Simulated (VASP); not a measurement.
# Zr3N4 (I-43d) in VASP: single point with PBE

Aim: the single point of Zr3N4 with PBE.

Program: VASP 6.6.1. These are calculated values, not measurements. Logs are shortened: lines on timing, memory, paths and dates and some standing lists are left out, and cuts for length are marked.

**1. The cell of the first run**

Symmetry: I-43d, No. 220, cubic system. The conventional cell has a = 6.776 Å, b = 6.776 Å, c = 6.776 Å, α = 90.00°, β = 90.00°, γ = 90.00°. Within 2.9 Å of Zr (site symmetry -4) lie 8 N at 2.22 to 2.49 Å. N (site symmetry 3) has 6 Zr at 2.22 to 2.49 Å and 5 N at 2.66 to 2.93 Å within 3.0 Å.

**2. Single point, PBE, non-collinear spin, zero start, spin-orbit coupling**

The input, INCAR:

```
PREC = Accurate ; ENCUT = 600
EDIFF = 1E-6 ; ISMEAR = -1
SIGMA = 0.02 ; LREAL = False
LASPH = True ; NELM = 200
ALGO = Normal ; ISIF = 2
LWAVE = False ; LCHARG = False
LNONCOLLINEAR = True ; MAGMOM = 0 0 0 0 0 0 0 0 0 0 0 0 0 0 0 0 0 0 0 0 0 0 0 0 0 0 0 0 0 0 0 0 0 0 0 0 0 0 0 0 0 0
LORBIT = 11 ; LSORBIT = True
GGA_COMPAT = False ; LORBMOM = True
LMAXMIX = 4 ; GGA = PE
NBANDS = 136 ; KPAR = 4
```

The input, KPOINTS:

```
regular mesh
0
Gamma
  6 6 6
```

The input, POSCAR:

```
Zr3N4
1.0
   -3.3878930479      3.3878930479      3.3878930479
    3.3878930479     -3.3878930479      3.3878930479
    3.3878930479      3.3878930479     -3.3878930479
Zr N
6 8
Direct
    0.8750000000      0.1250000000      0.7500000000
    0.3750000000      0.2500000000      0.6250000000
    0.1250000000      0.7500000000      0.8750000000
    0.7500000000      0.8750000000      0.1250000000
    0.2500000000      0.6250000000      0.3750000000
    0.6250000000      0.3750000000      0.2500000000
    0.6295710601      0.6295710601      0.6295710601
    0.5000000000      0.0000000000      0.3704289399
    0.0000000000      0.3704289399      0.5000000000
    0.3704289399      0.5000000000      0.0000000000
    0.0000000000      0.8704289399      0.5000000000
    0.8704289399      0.5000000000      0.0000000000
    0.1295710601      0.1295710601      0.1295710601
    0.5000000000      0.0000000000      0.8704289399
```

Potentials or basis: VASP PAW PBE potentials, release 64 (Zr_sv, N).

Launch:

```
> cat potpaw_PBE.64/Zr_sv/POTCAR potpaw_PBE.64/N/POTCAR > POTCAR
> mpirun -np 4 vasp_ncl > vasp.out
```

OUTCAR:

```text
PREC = Accurate
   ENCUT = 600
   EDIFF = 1E-6
   ISMEAR = -1
   LREAL = False
   LASPH = True
   NELM = 200
   ISIF = 2
   LNONCOLLINEAR = True
   LORBIT = 11
   LSORBIT = True
   GGA = PE

 ion  position               nearest neighbor table
   1  0.875  0.125  0.750-  11 2.22  12 2.22  13 2.22   8 2.22   7 2.49   9 2.49  10 2.49  14 2.49
                             5 3.17   4 3.17   3 3.17   5 3.17   2 3.17   4 3.17   2 3.17   3 3.17
   2  0.375  0.250  0.625-   8 2.22  10 2.22   7 2.22  11 2.22   9 2.49  12 2.49  13 2.49  14 2.49
                             5 3.17   6 3.17   4 3.17   6 3.17   1 3.17   5 3.17   1 3.17   4 3.17
   3  0.125  0.750  0.875-   9 2.22  12 2.22  14 2.22  13 2.22  11 2.49   8 2.49   7 2.49  10 2.49
                             6 3.17   4 3.17   1 3.17   4 3.17   5 3.17   5 3.17   1 3.17   6 3.17
   4  0.750  0.875  0.125-  11 2.22  14 2.22  13 2.22  10 2.22  12 2.49   9 2.49   7 2.49   8 2.49
                             3 3.17   6 3.17   2 3.17   1 3.17   1 3.17   6 3.17   2 3.17   3 3.17
   5  0.250  0.625  0.375-   8 2.22   9 2.22  12 2.22   7 2.22  11 2.49  10 2.49  13 2.49  14 2.49
                             1 3.17   2 3.17   2 3.17   3 3.17   6 3.17   3 3.17   1 3.17   6 3.17
   6  0.625  0.375  0.250-   7 2.22   9 2.22  10 2.22  14 2.22  11 2.49  12 2.49  13 2.49   8 2.49
                             3 3.17   5 3.17   5 3.17   3 3.17   2 3.17   2 3.17   4 3.17   4 3.17
   7  0.630  0.630  0.630-   6 2.22   2 2.22   5 2.22   4 2.49   1 2.49   3 2.49
   8  0.500  0.000  0.370-   2 2.22   1 2.22   5 2.22   4 2.49   3 2.49   6 2.49
   9  0.000  0.370  0.500-   6 2.22   5 2.22   3 2.22   2 2.49   1 2.49   4 2.49
  10  0.370  0.500  0.000-   2 2.22   6 2.22   4 2.22   1 2.49   5 2.49   3 2.49
  11  0.000  0.870  0.500-   1 2.22   4 2.22   2 2.22   3 2.49   5 2.49   6 2.49
  12  0.870  0.500  0.000-   1 2.22   3 2.22   5 2.22   4 2.49   2 2.49   6 2.49
  13  0.130  0.130  0.130-   1 2.22   4 2.22   3 2.22   2 2.49   5 2.49   6 2.49
  14  0.500  0.000  0.870-   4 2.22   3 2.22   6 2.22   2 2.49   5 2.49   1 2.49

  LATTYP: Found a body centered cubic cell.
 ALAT       =     6.7757860958

  Lattice vectors:

 A1 = (  -3.3878930479,   3.3878930479,   3.3878930479)
 A2 = (   3.3878930479,  -3.3878930479,   3.3878930479)
 A3 = (   3.3878930479,   3.3878930479,  -3.3878930479)

Analysis of symmetry for initial positions (statically):
=====================================================================
 Subroutine PRICEL returns:
 Original cell was already a primitive cell.

 Routine SETGRP: Setting up the symmetry group for a
 body centered cubic supercell.

 Subroutine GETGRP returns: Found 24 space group operations
 (whereof  3 operations were pure point group operations)
 out of a pool of 48 trial point group operations.

The static configuration has the point symmetry C_3 .
 The point group associated with its full space group is T_d .

Analysis of symmetry for dynamics (positions and initial velocities):
=====================================================================
 Subroutine PRICEL returns:
 Original cell was already a primitive cell.

 Routine SETGRP: Setting up the symmetry group for a
 body centered cubic supercell.

 Subroutine GETGRP returns: Found 24 space group operations
 (whereof  3 operations were pure point group operations)
 out of a pool of 48 trial point group operations.

The dynamic configuration has the point symmetry C_3 .
 The point group associated with its full space group is T_d .

Analysis of structural, dynamic, and magnetic symmetry:
=====================================================================
 Subroutine PRICEL returns:
 Original cell was already a primitive cell.

 Routine SETGRP: Setting up the symmetry group for a
 body centered cubic supercell.

 Subroutine GETGRP returns: Found 24 space group operations
 (whereof  3 operations were pure point group operations)
 out of a pool of 48 trial point group operations.

The overall configuration has the point symmetry C_3 .
 The point group associated with its full space group is T_d .

 Subroutine INISYM returns: Found 24 space group operations
 (whereof  3 operations are pure point group operations),
 and found     1 'primitive' translations

----------------------------------------------------------------------------------------

                                     Primitive cell

  volume of cell :     155.5425

  direct lattice vectors                    reciprocal lattice vectors
    -3.387893048  3.387893048  3.387893048     0.000000000  0.147584352  0.147584352
     3.387893048 -3.387893048  3.387893048     0.147584352  0.000000000  0.147584352
     3.387893048  3.387893048 -3.387893048     0.147584352  0.147584352  0.000000000

  length of vectors
     5.868002890  5.868002890  5.868002890     0.208715792  0.208715792  0.208715792

  position of ions in fractional coordinates (direct lattice)
[... 3000 lines left out ...]
 # of ion     p       d       tot
 ----------------------------------------
  1        -0.000   0.000   0.000
  2        -0.000  -0.000  -0.000
  3         0.000   0.000   0.000
  4        -0.000  -0.000  -0.000
  5         0.000   0.000   0.000
  6         0.000  -0.000  -0.000
  7        -0.000   0.000  -0.000
  8        -0.000   0.000  -0.000
  9        -0.000   0.000  -0.000
 10         0.000   0.000   0.000
 11         0.000   0.000   0.000
 12        -0.000   0.000  -0.000
 13         0.000   0.000   0.000
 14         0.000   0.000   0.000
 ----------------------------------------
           -0.000   0.000   0.000

 orbital moment (y)

 # of ion     p       d       tot
 ----------------------------------------
  1         0.000   0.000   0.000
  2         0.000   0.000   0.000
  3        -0.000  -0.000  -0.000
  4         0.000   0.000   0.000
  5        -0.000  -0.000  -0.000
  6        -0.000  -0.000  -0.000
  7        -0.000   0.000  -0.000
  8        -0.000   0.000  -0.000
  9         0.000   0.000   0.000
 10        -0.000   0.000  -0.000
 11        -0.000   0.000  -0.000
 12         0.000   0.000   0.000
 13         0.000   0.000   0.000
 14         0.000   0.000   0.000
 ----------------------------------------
           -0.000  -0.000  -0.000

 orbital moment (z)

 # of ion     p       d       tot
 ----------------------------------------
  1        -0.000  -0.000  -0.000
  2         0.000   0.000   0.000
  3         0.000   0.000   0.000
  4         0.000   0.000   0.000
  5         0.000   0.000   0.000
  6         0.000   0.000   0.000
  7        -0.000   0.000  -0.000
  8         0.000   0.000   0.000
  9        -0.000   0.000  -0.000
 10        -0.000   0.000  -0.000
 11         0.000   0.000   0.000
 12         0.000   0.000   0.000
 13         0.000   0.000   0.000
 14        -0.000   0.000  -0.000
 ----------------------------------------
            0.000  -0.000  -0.000

 Spin-Orbit-Coupling matrix elements

 Ion:    1  E_soc:     -0.1359400
 l=   1
     0.0000000    -0.0222513    -0.0221594
    -0.0222513     0.0000000    -0.0222513
    -0.0221594    -0.0222513     0.0000000
 l=   2
     0.0000000    -0.0000843     0.0000000    -0.0000843    -0.0003794
    -0.0000843     0.0000000    -0.0002515    -0.0000823    -0.0000873
     0.0000000    -0.0002515     0.0000000    -0.0002515     0.0000000
    -0.0000843    -0.0000823    -0.0002515     0.0000000    -0.0000873
    -0.0003794    -0.0000873     0.0000000    -0.0000873     0.0000000
 l=   3
     0.0000000     0.0000000     0.0000000     0.0000000     0.0000000     0.0000000     0.0000000
     0.0000000     0.0000000     0.0000000     0.0000000     0.0000000     0.0000000     0.0000000
     0.0000000     0.0000000     0.0000000     0.0000000     0.0000000     0.0000000     0.0000000
     0.0000000     0.0000000     0.0000000     0.0000000     0.0000000     0.0000000     0.0000000
[... 249 lines left out ...]
 l=   2
     0.0000000     0.0000000     0.0000000     0.0000000     0.0000000
     0.0000000     0.0000000     0.0000000     0.0000000     0.0000000
     0.0000000     0.0000000     0.0000000     0.0000000     0.0000000
     0.0000000     0.0000000     0.0000000     0.0000000     0.0000000
     0.0000000     0.0000000     0.0000000     0.0000000     0.0000000
 l=   3
     0.0000000     0.0000000     0.0000000     0.0000000     0.0000000     0.0000000     0.0000000
     0.0000000     0.0000000     0.0000000     0.0000000     0.0000000     0.0000000     0.0000000
     0.0000000     0.0000000     0.0000000     0.0000000     0.0000000     0.0000000     0.0000000
     0.0000000     0.0000000     0.0000000     0.0000000     0.0000000     0.0000000     0.0000000
     0.0000000     0.0000000     0.0000000     0.0000000     0.0000000     0.0000000     0.0000000
     0.0000000     0.0000000     0.0000000     0.0000000     0.0000000     0.0000000     0.0000000
     0.0000000     0.0000000     0.0000000     0.0000000     0.0000000     0.0000000     0.0000000

 total charge

# of ion       s       p       d       tot
------------------------------------------
    1        2.175   6.048   1.543   9.766
    2        2.175   6.048   1.543   9.766
    3        2.175   6.048   1.543   9.766
    4        2.175   6.048   1.543   9.766
    5        2.175   6.048   1.543   9.766
    6        2.175   6.048   1.543   9.766
    7        1.249   2.461   0.000   3.710
    8        1.249   2.461   0.000   3.710
    9        1.249   2.461   0.000   3.710
   10        1.249   2.461   0.000   3.710
   11        1.249   2.461   0.000   3.710
   12        1.249   2.461   0.000   3.710
   13        1.249   2.461   0.000   3.710
   14        1.249   2.461   0.000   3.710
--------------------------------------------------
tot         23.042  55.976   9.259  88.277

 magnetization (x)

# of ion       s       p       d       tot
------------------------------------------
    1        0.000  -0.000  -0.000  -0.000
    2        0.000   0.000  -0.000  -0.000
    3       -0.000   0.000  -0.000  -0.000
    4        0.000  -0.000   0.000   0.000
    5       -0.000   0.000  -0.000  -0.000
    6       -0.000   0.000  -0.000  -0.000
    7       -0.000   0.000   0.000   0.000
    8       -0.000   0.000   0.000   0.000
    9       -0.000   0.000   0.000   0.000
   10        0.000  -0.000   0.000  -0.000
   11        0.000  -0.000   0.000  -0.000
   12       -0.000   0.000   0.000   0.000
   13        0.000  -0.000   0.000  -0.000
   14        0.000  -0.000   0.000  -0.000
--------------------------------------------------
tot          0.000   0.000  -0.000  -0.000

 magnetization (y)

# of ion       s       p       d       tot
------------------------------------------
    1       -0.000  -0.000  -0.000  -0.000
    2       -0.000   0.000  -0.000  -0.000
    3        0.000  -0.000   0.000   0.000
    4        0.000   0.000  -0.000  -0.000
    5        0.000  -0.000   0.000   0.000
    6        0.000  -0.000   0.000   0.000
    7       -0.000   0.000   0.000   0.000
    8       -0.000   0.000   0.000   0.000
    9        0.000  -0.000   0.000  -0.000
   10       -0.000   0.000   0.000   0.000
   11       -0.000   0.000   0.000   0.000
   12        0.000  -0.000   0.000  -0.000
   13        0.000  -0.000   0.000  -0.000
   14        0.000  -0.000   0.000  -0.000
--------------------------------------------------
tot         -0.000  -0.000   0.000  -0.000

 magnetization (z)

# of ion       s       p       d       tot
------------------------------------------
    1        0.000  -0.000   0.000   0.000
    2        0.000   0.000   0.000   0.000
    3       -0.000   0.000   0.000  -0.000
    4       -0.000  -0.000   0.000  -0.000
    5        0.000  -0.000  -0.000  -0.000
    6       -0.000   0.000  -0.000  -0.000
    7       -0.000   0.000   0.000   0.000
    8        0.000  -0.000   0.000  -0.000
    9       -0.000   0.000   0.000   0.000
   10       -0.000   0.000   0.000   0.000
   11        0.000  -0.000   0.000  -0.000
   12        0.000  -0.000   0.000  -0.000
   13        0.000  -0.000   0.000  -0.000
   14       -0.000   0.000   0.000   0.000
--------------------------------------------------
tot          0.000   0.000   0.000   0.000
```

Wall time 10 min (4 MPI ranks of Intel Xeon Platinum 8259CL at 2.50GHz (Skylake/Cascade Lake), shared host); peak memory 1.3 GiB.

What came out:

| Property | Result |
| --- | --- |
| Free energy | -139.4127 eV |
| Pressure | 2.2 GPa |
| Largest force | 0.133 eV/Å |
| Net moment | 0.00 μB per cell |
| Valence electrons inside the program's atomic spheres | Zr 9.77; N 3.71 |

Forces on the atoms (eV/Å):
```
Zr   0.000  0.000  0.000
Zr   0.000  0.000  0.000
Zr   0.000  0.000  0.000
Zr   0.000  0.000  0.000
Zr   0.000  0.000  0.000
Zr   0.000  0.000  0.000
N    0.077  0.077  0.077
N   -0.077 -0.077  0.077
N   -0.077  0.077 -0.077
N    0.077 -0.077 -0.077
N   -0.077  0.077 -0.077
N    0.077 -0.077 -0.077
N    0.077  0.077  0.077
N   -0.077 -0.077  0.077
```

Moments on the atoms (μB; x, y, z):
```
Zr  0.00 0.00 0.00
Zr  0.00 0.00 0.00
Zr  0.00 0.00 0.00
Zr  0.00 0.00 0.00
Zr  0.00 0.00 0.00
Zr  0.00 0.00 0.00
N   0.00 0.00 0.00
N   0.00 0.00 0.00
N   0.00 0.00 0.00
N   0.00 0.00 0.00
N   0.00 0.00 0.00
N   0.00 0.00 0.00
N   0.00 0.00 0.00
N   0.00 0.00 0.00
```
